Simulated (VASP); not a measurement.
Runs of VASP 6.6.1 on In3SbAs2. The structure is that of space group Imm2 (No. 44), or close to it. The cells are those of the table. 

```csv
level,cell,gap on the mesh (eV),pressure (GPa),largest force (eV/Å)
r2SCAN,"a = 7.510 Å, angles 146.4, 60.0, 131.9°, 6 atoms",(a),3.7,0.04
r2SCAN,"a = 7.817 Å, angles 146.4, 60.0, 131.9°, 6 atoms",0.03,-2.7,0.04
r2SCAN,"a = 7.589 Å, angles 146.4, 60.0, 131.9°, 6 atoms",0.05,1.7,0.02
PBE,"a = 7.913 Å, angles 146.4, 59.9, 131.9°, 6 atoms",0.03,(b),0.04
PBE,"a = 7.838 Å, angles 146.4, 59.9, 131.9°, 6 atoms",0.03,-1.2,0.02
```

Alike in all rows: task single point; potentials or basis VASP PAW PBE potentials, release 64 (As, In_d, Sb); no spin polarisation; k mesh 6 × 6 × 6; cutoff (eV) 520; smearing fermi-dirac 0.02 eV.

**Question.** Estimate the missing entries.

**Answer.** (a) 0.22; (b) -2.2.

Caveats: spin-orbit coupling is left out, which moves the levels of the heavy elements; the PAW data sets were made with another functional, which shifts forces and pressure a little (at least some runs); the cell stands under pressure (at least some runs).

A k mesh can miss the band edges, and the runs leave out spin-orbit coupling on As, In, Sb.
